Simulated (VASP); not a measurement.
# Al (Fm-3m) in VASP: a series of runs

Al is run at these levels: r2SCAN; tasks: relaxation of cell and atoms.

All numbers are computed with VASP 6.6.1; they aren't measurements. Logs are shortened: lines on timing, memory, paths and dates and some standing lists are left out, and cuts for length are marked.

**1. The cell of the first run**

It takes space group Fm-3m (No. 225, cubic). The conventional cell has a = 3.826 Å, b = 3.826 Å, c = 3.826 Å, α = 90.00°, β = 90.00°, γ = 90.00°. Al (site symmetry m-3m) has 12 Al at 2.71 Å within 3.6 Å.

**2. Relaxation of cell and atoms, r2SCAN, target pressure 15 GPa, at which the enthalpy is minimised**

File POSCAR:

```
Al
1.0
    0.0000000000      1.9130797421      1.9130797421
    1.9130797421      0.0000000000      1.9130797421
    1.9130797421      1.9130797421      0.0000000000
Al
1
Direct
    0.0000000000      0.0000000000      0.0000000000
```

File INCAR.step1:

```
PREC = Accurate
ENCUT = 600
ISMEAR = 0
SIGMA = 0.1
LREAL = F
LASPH = T
NELM = 60
GGA = PE
ALGO = Normal
EDIFF = 1E-4
LWAVE = T
LCHARG = F
```

File INCAR.step2:

```
PREC = Accurate
ENCUT = 600
EDIFF = 1E-6
ISMEAR = 0
SIGMA = 0.1
LREAL = F
LASPH = T
NELM = 60
ALGO = Normal
ISIF = 3
LWAVE = F
LCHARG = F
METAGGA = R2SCAN
LMIXTAU = T
IBRION = 2
NSW = 70
EDIFFG = -0.008
PSTRESS = 150.0
ISTART = 1
```

File KPOINTS:

```
regular mesh
0
Gamma
  18 18 18
```

Potentials or basis: VASP PAW PBE potentials, release 64 (Al).

The run is started by

```bash
$ cat potpaw_PBE.64/Al/POTCAR > POTCAR
$ cp INCAR.step1 INCAR
$ mpirun -np 1 vasp_std > vasp.out
$ cp INCAR.step2 INCAR
$ mpirun -np 1 vasp_std > vasp.out
```

OUTCAR:

```text
PREC = Accurate
   ENCUT = 600
   EDIFF = 1E-6
   ISMEAR = 0
   LREAL = F
   LASPH = T
   NELM = 60
   ISIF = 3
   METAGGA = R2SCAN
   IBRION = 2
   NSW = 70
   EDIFFG = -0.008
   PSTRESS = 150.0
   ISTART = 1

 ion  position               nearest neighbor table
   1  0.000  0.000  0.000-

  LATTYP: Found a face centered cubic cell.
 ALAT       =     3.8261594842

  Lattice vectors:

 A1 = (   0.0000000000,   1.9130797421,   1.9130797421)
 A2 = (   1.9130797421,   0.0000000000,   1.9130797421)
 A3 = (   1.9130797421,   1.9130797421,   0.0000000000)

Analysis of symmetry for initial positions (statically):
[... 5 lines left out ...]
 face centered cubic supercell.

 Subroutine GETGRP returns: Found 48 space group operations
 (whereof 48 operations were pure point group operations)
 out of a pool of 48 trial point group operations.

The static configuration has the point symmetry O_h .

Analysis of symmetry for dynamics (positions and initial velocities):
[... 5 lines left out ...]
 face centered cubic supercell.

 Subroutine GETGRP returns: Found 48 space group operations
 (whereof 48 operations were pure point group operations)
 out of a pool of 48 trial point group operations.

The dynamic configuration has the point symmetry O_h .

 Subroutine INISYM returns: Found 48 space group operations
 (whereof 48 operations are pure point group operations),
 and found     1 'primitive' translations

----------------------------------------------------------------------------------------

                                     Primitive cell

  volume of cell :      14.0033

  direct lattice vectors                    reciprocal lattice vectors
     0.000000000  1.913079742  1.913079742    -0.261358682  0.261358682  0.261358682
     1.913079742  0.000000000  1.913079742     0.261358682 -0.261358682  0.261358682
     1.913079742  1.913079742  0.000000000     0.261358682  0.261358682 -0.261358682

  length of vectors
     2.705503317  2.705503317  2.705503317     0.452686516  0.452686516  0.452686516

  position of ions in fractional coordinates (direct lattice)
     0.000000000  0.000000000  0.000000000

  ion indices of the primitive-cell ions
   primitive index   ion index
                 1           1

----------------------------------------------------------------------------------------

 KPOINTS: regular mesh

Automatic generation of k-mesh.
 Grid dimensions read from file:
 generate k-points for:   18   18   18

 Generating k-lattice:

  Cartesian coordinates                     Fractional coordinates (reciprocal lattice)
    -0.014519927  0.014519927  0.014519927     0.055555556  0.000000000  0.000000000
     0.014519927 -0.014519927  0.014519927     0.000000000  0.055555556  0.000000000
     0.014519927  0.014519927 -0.014519927     0.000000000  0.000000000  0.055555556

  Length of vectors
     0.025149251  0.025149251  0.025149251

  Shift w.r.t. Gamma in fractional coordinates (k-lattice)
     0.000000000  0.000000000  0.000000000

 Subroutine IBZKPT returns following result:
 ===========================================

 Found    195 irreducible k-points:

 Following reciprocal coordinates:
            Coordinates               Weight
  0.000000  0.000000  0.000000      1.000000
  0.055556  0.000000  0.000000      8.000000
  0.111111  0.000000  0.000000      8.000000
  0.166667  0.000000  0.000000      8.000000
  0.222222  0.000000  0.000000      8.000000
  0.277778  0.000000  0.000000      8.000000
[... 16 lines left out ...]
 -0.277778  0.055556  0.000000     24.000000
 -0.222222  0.055556  0.000000     24.000000
 [... further k-points ...]
   k-points           NKPTS =    195   k-points in BZ     NKDIM =    195   number of bands    NBANDS=      5
   number of dos      NEDOS =    301   number of ions     NIONS =      1
   total plane-waves  NPLWV =  13824
   dimension x,y,z NGX =    24 NGY =   24 NGZ =   24
   dimension x,y,z NGXF=    48 NGYF=   48 NGZF=   48
   ions per type =               1
   NGX,Y,Z   is equivalent  to a cutoff of  14.75, 14.75, 14.75 a.u.
   NGXF,Y,Z  is equivalent  to a cutoff of  29.49, 29.49, 29.49 a.u.
 SYSTEM =  unknown system
   PREC   = accura    normal or accurate (medium, high low for compatibility)
   ISTART =      1    job   : 0-new  1-cont  2-samecut
   ICHARG =      0    charge: 1-file 2-atom 10-const
   ISPIN  =      1    spin polarized calculation?
   LNONCOLLINEAR =      F non collinear calculations
   LSORBIT =      F    spin-orbit coupling
   LASPH  =      T    aspherical Exc in radial PAW
   ENCUT  =  600.0 eV  44.10 Ry    6.64 a.u.   5.40  5.40  5.40*2*pi/ulx,y,z
   NELM   =     60;   NELMIN=  2; NELMDL=  0     # of ELM steps
   EDIFF  = 0.1E-05   stopping-criterion for ELM
   LREAL  =      F    real-space projection
   EDIFFG = -.8E-02   stopping-criterion for IOM
   NSW    =     70    number of steps for IOM
   IBRION =      2    ionic relax: 0-MD 1-quasi-New 2-CG
   NFREE  =      1    steps in history (QN), initial steepest desc. (CG)
   ISIF   =      3    stress and relaxation
   ISYM   =      2    0-nonsym 1-usesym 2-fastsym
   POTIM  = 0.5000    time-step for ionic-motion
   TEBEG  =    0.0;   TEEND  =   0.0 temperature during run
   PSTRESS=  150.0 pullay stress
   NELECT =       3.0000    total number of electrons
   NUPDOWN=      -1.0000    fix difference up-down
   EMIN   =  10.00;   EMAX   =-10.00  energy-range for DOS
   EFERMI =   0.00;   METHOD = LEGACY
   ISMEAR =     0;   SIGMA  =   0.10  broadening in eV -4-tet -1-fermi 0-gaus
   EFERMI_NEDOS =   21; number of points for ismear=-14 and -15
   IALGO  =     38    algorithm
   IMIX   =      4    mixing-type and parameters
     AMIX     =   0.40;   BMIX     =  1.00
     AMIX_MAG =   1.60;   BMIX_MAG =  1.00
  volume/ion in A,a.u.               =      14.00        94.50
  Fermi-wavevector in a.u.,A,eV,Ry     =   0.979578  1.851133 13.055773  0.959572
  Thomas-Fermi vector in A             =   2.110441
   LORBIT       =      0    0 simple, 1 ext, 2 COOP (PROOUT), +10 PAW based schemes
   METAGGA = R2SCAN    functional components
   LHFCALC =     F    Hartree Fock is set to
   AEXX    =    0.0000 exact exchange contribution
   IVDW    =     0    specifies the selected vdW correction
   LEPSILON=     F    determine dielectric tensor
   LRPA    =     F    only Hartree local field effects (RPA)
 conjugate gradient relaxation of ions
 non-spin polarized calculation
 Gauss-broadening in eV      SIGMA  =   0.10
  energy-cutoff  :      600.00
  volume of cell :       14.00
 maximum number of plane-waves:       489
 NGX is ok and might be reduce to    24
   NGX = 11   NGY = 11   NGZ = 11

--------------------------------------- Ionic step        1  -------------------------------------------

 number of electron       3.0000000 magnetization

 Free energy of the ion-electron system (eV)
  ---------------------------------------------------
  ext. energy  EPLUGINS =         0.00000000
  ---------------------------------------------------
  free energy    TOTEN  =        -6.65919528 eV

  energy without entropy =       -6.65764515  energy(sigma->0) =       -6.65842021

------------------------ aborting loop because EDIFF is reached ----------------------------------------

  FORCE on cell =-STRESS in cart. coord.  units (eV):
  Direction    XX          YY          ZZ          XY          YZ          ZX
  --------------------------------------------------------------------------------------
  -------------------------------------------------------------------------------------
  Total        1.3262345      1.3262345      1.3262345     -0.0000000     -0.0000000      0.0000000
  in kB      151.7405615    151.7405615    151.7405615     -0.0000000     -0.0000000      0.0000000
  external PRESSURE =       1.7405615 kB  Pullay stress =     150.0000000 kB

 VOLUME and BASIS-vectors are now :
 -----------------------------------------------------------------------------
  energy-cutoff  :      600.00
  volume of cell :       14.00
      direct lattice vectors                 reciprocal lattice vectors
     0.000000000  1.913079742  1.913079742    -0.261358682  0.261358682  0.261358682
     1.913079742  0.000000000  1.913079742     0.261358682 -0.261358682  0.261358682
     1.913079742  1.913079742  0.000000000     0.261358682  0.261358682 -0.261358682
[... 44 lines left out ...]
  FREE ENERGIE OF THE ION-ELECTRON SYSTEM (eV)
  ---------------------------------------------------
  free  energy   TOTEN  =        -6.6620851128 eV

  energy  without entropy=       -6.6605263350  energy(sigma->0) =       -6.66130572

  enthalpy is  TOTEN    =        -5.3481747690 eV   P V=        1.3139103438

--------------------------------------- Ionic step        3  -------------------------------------------

 number of electron       3.0000000 magnetization

 Free energy of the ion-electron system (eV)
  ---------------------------------------------------
  ext. energy  EPLUGINS =         0.00000000
  ---------------------------------------------------
  free energy    TOTEN  =        -6.66079574 eV

  energy without entropy =       -6.65924101  energy(sigma->0) =       -6.66001838

 E-fermi :   9.8140     XC(G=0): -11.5244

 val. band max:        9.7762051515   @ k =  -0.3333   0.0556   0.0000
 cond. band min:       9.8586669180   @ k =   0.5000   0.3889   0.0000
 fundamental gap:      0.0824617665
 Fermi energy:         9.8139524561

 k-point     1 :       0.0000    0.0000    0.0000
  band No.  band energies     occupation
      1      -3.2220      2.00000
      2      24.1072      0.00000
      3      24.1072      0.00000
      4      24.1072      0.00000
      5      27.4170      0.00000

 k-point     2 :       0.0556    0.0000    0.0000
  band No.  band energies     occupation
      1      -3.1231      2.00000
      2      22.5983      0.00000
      3      23.9185      0.00000
      4      23.9185      0.00000
      5      27.6283      0.00000

 k-point     3 :       0.1111    0.0000    0.0000
  band No.  band energies     occupation
      1      -2.8267      2.00000
      2      20.0953      0.00000
      3      23.5156      0.00000
      4      23.5156      0.00000
      5      27.4284      0.00000
[... 153 lines left out ...]
 k-point    23 :      -0.2778    0.0556    0.0000
  band No.  band energies     occupation
      1      -0.3533      2.00000
      2      11.9579      0.00000
      3      20.5998      0.00000
      4      23.7837      0.00000
      5      25.2505      0.00000

 k-point    24 :      -0.2222    0.0556    0.0000
  band No.  band energies     occupation
      1      -1.2909      2.00000
      2      14.2797      0.00000
      3      20.7941      0.00000
      4      23.9979      0.00000
      5      26.2967      0.00000

 [... further k-points ...]
[... 5 lines left out ...]
  --------------------------------------------------------------------------------------
  -------------------------------------------------------------------------------------
  Total        1.3079882      1.3079882      1.3079882     -0.0000000      0.0000000      0.0000000
  in kB      149.4715632    149.4715632    149.4715632     -0.0000000      0.0000000      0.0000000
  external PRESSURE =      -0.5284368 kB  Pullay stress =     150.0000000 kB

 VOLUME and BASIS-vectors are now :
 -----------------------------------------------------------------------------
  energy-cutoff  :      600.00
  volume of cell :       14.02
      direct lattice vectors                 reciprocal lattice vectors
    -0.000000000  1.913853135  1.913853135    -0.261253066  0.261253066  0.261253066
     1.913853135 -0.000000000  1.913853135     0.261253066 -0.261253066  0.261253066
     1.913853135  1.913853135  0.000000000     0.261253066  0.261253066 -0.261253066

 POSITION                                       TOTAL-FORCE (eV/Angst)
 -----------------------------------------------------------------------------------
      0.00000      0.00000      0.00000         0.000000      0.000000     -0.000000
 -----------------------------------------------------------------------------------
    total drift:                                0.000000     -0.000000     -0.000000

  FREE ENERGIE OF THE ION-ELECTRON SYSTEM (eV)
  ---------------------------------------------------
  free  energy   TOTEN  =        -6.6607957432 eV

  energy  without entropy=       -6.6592410089  energy(sigma->0) =       -6.66001838

  enthalpy is  TOTEN    =        -5.3481833639 eV   P V=        1.3126123794

 reached required accuracy - stopping structural energy minimisation
```

It took 47 s on 1 thread of Intel Xeon Platinum 8488C (Sapphire Rapids), shared host; peak memory 0.15 GiB.

Results:

| Item | Value |
| --- | --- |
| Free energy | -6.6608 eV |
| Relaxed volume | 14.02 Å³/atom |
| Relaxed cell | a = 2.707 Å, b = 2.707 Å, c = 2.707 Å, α = 60.00°, β = 60.00°, γ = 60.00° |
| Space group after relaxing (to 0.05 Å) | Fm-3m (No. 225) |
| Energy change on relaxing (the enthalpy is what falls) | -1.6 meV/atom |
| Ionic steps | 3 |
| Pressure after relaxing | 14.9 GPa |

Step by step:
```csv
step,energy change (eV),largest force (eV/Å),pressure (GPa),volume (Å³)
1,0.0000,0.0000,15.17,14.00
2,-0.0029,0.0000,14.78,14.03
3,-0.0016,0.0000,14.95,14.02
```

Final structure:
```
CELL_PARAMETERS angstrom
0.00000 1.91385 1.91385
1.91385 0.00000 1.91385
1.91385 1.91385 0.00000
ATOMIC_POSITIONS crystal
Al 0.00000 0.00000 0.00000
```

Caveat: the cell is relaxed towards a set pressure, so the enthalpy falls and the energy may rise; the PAW data sets were made with another functional, which shifts forces and pressure a little.

**3. Relaxation of cell and atoms, r2SCAN, target pressure 8 GPa, at which the enthalpy is minimised**

This run uses another cell than the first one, of 14.73 Å³/atom, 1.052 times its volume.

File POSCAR:

```
Al
1.0
    0.0000000000      1.9458051358      1.9458051358
    1.9458051358      0.0000000000      1.9458051358
    1.9458051358      1.9458051358      0.0000000000
Al
1
Direct
    0.0000000000      0.0000000000      0.0000000000
```

File INCAR.step1:

```
SYSTEM = Al
PREC = Accurate
ENCUT = 600
ISMEAR = 0
SIGMA = 0.1
LREAL = .FALSE.
LASPH = .TRUE.
NELM = 60
GGA = PE
ALGO = Normal
EDIFF = 1E-4
LWAVE = .TRUE.
LCHARG = .FALSE.
```

File INCAR.step2:

```
SYSTEM = Al
PREC = Accurate
ENCUT = 600
EDIFF = 1E-7
ISMEAR = 0
SIGMA = 0.1
LREAL = .FALSE.
LASPH = .TRUE.
NELM = 60
ALGO = Normal
ISIF = 3
LWAVE = .FALSE.
LCHARG = .FALSE.
METAGGA = R2SCAN
LMIXTAU = .TRUE.
IBRION = 2
NSW = 70
EDIFFG = -0.008
PSTRESS = 80.0
ISTART = 1
```

File KPOINTS:

```
regular mesh
0
G
  18 18 18
  0 0 0
```

Potentials or basis: VASP PAW PBE potentials, release 64 (Al).

The run is started by

```bash
$ cat potpaw_PBE.64/Al/POTCAR > POTCAR
$ cp INCAR.step1 INCAR
$ mpirun -np 1 vasp_std > vasp.out
$ cp INCAR.step2 INCAR
$ mpirun -np 1 vasp_std > vasp.out
```

OUTCAR:

```text
SYSTEM = Al
   PREC = Accurate
   ENCUT = 600
   EDIFF = 1E-7
   ISMEAR = 0
   LREAL = .FALSE.
   LASPH = .TRUE.
   NELM = 60
   ISIF = 3
   METAGGA = R2SCAN
   IBRION = 2
   NSW = 70
   EDIFFG = -0.008
   PSTRESS = 80.0
   ISTART = 1

 ion  position               nearest neighbor table
   1  0.000  0.000  0.000-

  LATTYP: Found a face centered cubic cell.
 ALAT       =     3.8916102716

  Lattice vectors:

 A1 = (   0.0000000000,   1.9458051358,   1.9458051358)
 A2 = (   1.9458051358,   0.0000000000,   1.9458051358)
[... 370 lines left out ...]
      2      13.5906      0.00000
      3      19.8893      0.00000
      4      23.0499      0.00000
      5      25.1850      0.00000

 [... further k-points ...]
[... 5 lines left out ...]
  --------------------------------------------------------------------------------------
  -------------------------------------------------------------------------------------
  Total        0.7331849      0.7331849      0.7331849      0.0000000      0.0000000      0.0000000
  in kB       79.7252846     79.7252846     79.7252846      0.0000000      0.0000000      0.0000000
  external PRESSURE =      -0.2747154 kB  Pullay stress =      80.0000000 kB

 VOLUME and BASIS-vectors are now :
 -----------------------------------------------------------------------------
  energy-cutoff  :      600.00
  volume of cell :       14.73
      direct lattice vectors                 reciprocal lattice vectors
     0.000000000  1.945805136  1.945805136    -0.256963038  0.256963038  0.256963038
     1.945805136  0.000000000  1.945805136     0.256963038 -0.256963038  0.256963038
     1.945805136  1.945805136  0.000000000     0.256963038  0.256963038 -0.256963038

 POSITION                                       TOTAL-FORCE (eV/Angst)
 -----------------------------------------------------------------------------------
      0.00000      0.00000      0.00000        -0.000000      0.000000     -0.000000
 -----------------------------------------------------------------------------------
    total drift:                                0.000000      0.000000      0.000000

  FREE ENERGIE OF THE ION-ELECTRON SYSTEM (eV)
  ---------------------------------------------------
  free  energy   TOTEN  =        -6.7112656987 eV

  energy  without entropy=       -6.7093753183  energy(sigma->0) =       -6.71032051

  enthalpy is  TOTEN    =        -5.9755543822 eV   P V=        0.7357113165

 reached required accuracy - stopping structural energy minimisation
```

OUTCAR.step1:

```text
SYSTEM = Al
   PREC = Accurate
   ENCUT = 600
   ISMEAR = 0
   LREAL = .FALSE.
   LASPH = .TRUE.
   NELM = 60
[... 409 lines left out ...]
 -----------------------------------------------------------------------------------
      0.00000      0.00000      0.00000         0.000000      0.000000      0.000000
 -----------------------------------------------------------------------------------
    total drift:                               -0.000000      0.000000     -0.000000

  FREE ENERGIE OF THE ION-ELECTRON SYSTEM (eV)
  ---------------------------------------------------
  free  energy   TOTEN  =        -3.6894100666 eV

  energy  without entropy=       -3.6869087219  energy(sigma->0) =       -3.68815939
```

OSZICAR.step1:

```text
N       E                     dE             d eps       ncg     rms          rms(c)
DAV:   1    -0.832039992046E+00   -0.83204E+00   -0.95828E+02  2000   0.377E+02
DAV:   2    -0.369272133462E+01   -0.28607E+01   -0.26589E+01  2440   0.364E+01
DAV:   3    -0.371446448328E+01   -0.21743E-01   -0.21702E-01  2625   0.390E+00
DAV:   4    -0.371453615899E+01   -0.71676E-04   -0.71675E-04  2560   0.216E-01
DAV:   5    -0.371453657133E+01   -0.41234E-06   -0.41173E-06  2600   0.143E-02    0.152E+00
DAV:   6    -0.369998158049E+01    0.14555E-01   -0.11268E-03  2375   0.261E-01    0.884E-01
DAV:   7    -0.368941261010E+01    0.10569E-01   -0.35220E-03  2190   0.428E-01    0.170E-01
DAV:   8    -0.368941006663E+01    0.25435E-05   -0.19633E-05  1790   0.517E-02
   1 F= -.36894101E+01 E0= -.36881594E+01  d E =-.250134E-02
```

Wall time 31 s (1 thread of Intel Xeon Platinum 8488C (Sapphire Rapids), shared host); peak memory 0.15 GiB.

What came out:

- Free energy: -6.7113 eV
- Pressure after relaxing: 8.0 GPa

Final structure:
```cif
data_structure
_symmetry_space_group_name_H-M 'P 1'
_symmetry_Int_Tables_number 1
_cell_length_a 2.7518
_cell_length_b 2.7518
_cell_length_c 2.7518
_cell_angle_alpha 60.000
_cell_angle_beta 60.000
_cell_angle_gamma 60.000
_cell_volume 14.73
loop_
_atom_site_label
_atom_site_type_symbol
_atom_site_fract_x
_atom_site_fract_y
_atom_site_fract_z
_atom_site_occupancy
Al1 Al 0.00000 0.00000 0.00000 1
```

Levels at points of the mesh, in eV from the Fermi level:
```
           k point  band 1  band 2  band 3  band 4
(0.00, 0.00, 0.00)  -12.67   13.98   13.98   13.98
(0.50, 0.00, 0.00)   -5.48   -4.70   12.63   12.63
(0.50, 0.50, 0.00)   -3.44   -1.73    5.48    6.59
```

Caveat: the relaxation stopped at its first step, so nothing moved; the cell is relaxed towards a set pressure, so the enthalpy falls and the energy may rise; the PAW data sets were made with another functional, which shifts forces and pressure a little.
